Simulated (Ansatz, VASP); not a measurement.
CdO: VASP beside Ansatz

```
Cd O
1.0
     0.00000    2.42145    2.42145
     2.42145    0.00000    2.42145
     2.42145    2.42145    0.00000
Cd O
1 1
Direct
  0.00000 0.00000 0.00000
  0.50000 0.50000 0.50000
```

Alike in both runs: task single point; functional HSE06; k mesh 4 × 4 × 4; occupations fermi-dirac, width 0.05 eV; no spin polarisation.

```csv
,VASP,Ansatz
version,VASP 6.6.1,Ansatz 0.2.0 development build
potentials or method,"VASP PAW PBE potentials, release 64 (Cd, O)","plane waves, PAW datasets (generated soft set 1)"
plane-wave cutoff (eV),520,420
valence electrons in the cell,18,26
```

```csv
,VASP,Ansatz,Ansatz less VASP
gap on the k mesh at the Fermi level (eV),0.67,0.69,+0.019
```

With one functional, cell and mesh, what is left measures potentials, basis and numerics. VASP's potentials hold 18 valence electrons a cell and Ansatz's 26, so a difference there can come from the potentials and not from the codes. Ansatz's warnings: stress exchange threshold loose, stress scf threshold loose.

The k mesh is coarse, so the values compare programs but aren't converged.
